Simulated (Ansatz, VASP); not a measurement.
One calculation of In2C, two programs

```
In C
1.0
     3.56363    0.00000    0.00000
    -1.78182    3.08620    0.00000
     0.00000    0.00000    5.01147
In C
2 1
Direct
  0.33333 0.66667 0.75281
  0.66667 0.33333 0.24719
  0.00000 0.00000 0.00000
```

Change from the starting cell: species swapped into the ZnCo2 type (P-3m1, No. 164).

Alike in both runs: functional PBE; k mesh 18 × 18 × 10; occupations gaussian, width 0.1 eV; no spin polarisation.

Ansatz relaxed the structure, and its values are those at the end. VASP's run is a single point on that final structure, the one shown.

```csv
,VASP,Ansatz
version,VASP 6.6.1,Ansatz 0.2.0
potentials or method,"VASP PAW PBE potentials, release 64 (In_d, C), cutoff 520 eV","scalar-relativistic, plane waves, PAW"
valence electrons in the cell,30,30
```

```csv
,VASP,Ansatz,Ansatz less VASP
gap on the k mesh at the Fermi level (eV),none,none,-
pressure (GPa),0.1,0.0,-0.05
rms of the force components (eV/Å),0.004,0.001,-0.0038
```

A gap of «none» marks a metal or a gap that the smearing closes. The functional is the same, so the differences come from potentials, cutoffs and numerics.
